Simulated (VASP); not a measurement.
Here is a VASP 6.6.1 calculation.

The input INCAR:

```
SYSTEM = Rb2H
ALGO = Normal ; EDIFF = 1E-7
ENCUT = 520 ; GGA = PE
ISIF = 2 ; ISMEAR = 0
LASPH = .TRUE. ; LCHARG = .TRUE.
LELF = .TRUE. ; LREAL = .FALSE.
LVHAR = .TRUE. ; LWAVE = .FALSE.
NBANDS = 28 ; NELM = 60
PREC = Accurate ; SIGMA = 0.1
```

The input KPOINTS:

```
k-points
0
G
  8 8 4
  0 0 0
```

File POSCAR:

```
Rb2H
1.0
    5.6053367953      0.0000000000      0.0000000000
    0.0000000000      5.6053367953      0.0000000000
    0.0000000000      0.0000000000     10.5295899281
Rb H
4 2
Direct
    0.0000000000      0.0000000000      0.0000000000
    0.5000000000      0.5000000000      0.0000000000
    0.0000000000      0.5000000000      0.3795214249
    0.5000000000      0.0000000000      0.6204785751
    0.0000000000      0.5000000000      0.6350905461
    0.5000000000      0.0000000000      0.3649094539
```

Potentials or basis: VASP PAW PBE potentials, release 64 (Rb_sv, H).

Launch:

```sh
$ cat potpaw_PBE.64/Rb_sv/POTCAR potpaw_PBE.64/H/POTCAR > POTCAR
$ mpirun -np 1 vasp_std > vasp.out
```

**Question.** Estimate the band gap on the k mesh.

**Answer.** Zero (bands 19 and 20 overlap by 0.98 eV).

**Question.** Predict the pressure.

**Answer.** 0.0 GPa.

Forces on the atoms (eV/Å):
```
Rb   0.000  0.000  0.000
Rb   0.000  0.000  0.000
Rb   0.000  0.000  0.000
Rb   0.000  0.000  0.000
H    0.000  0.000  0.003
H    0.000  0.000 -0.003
```
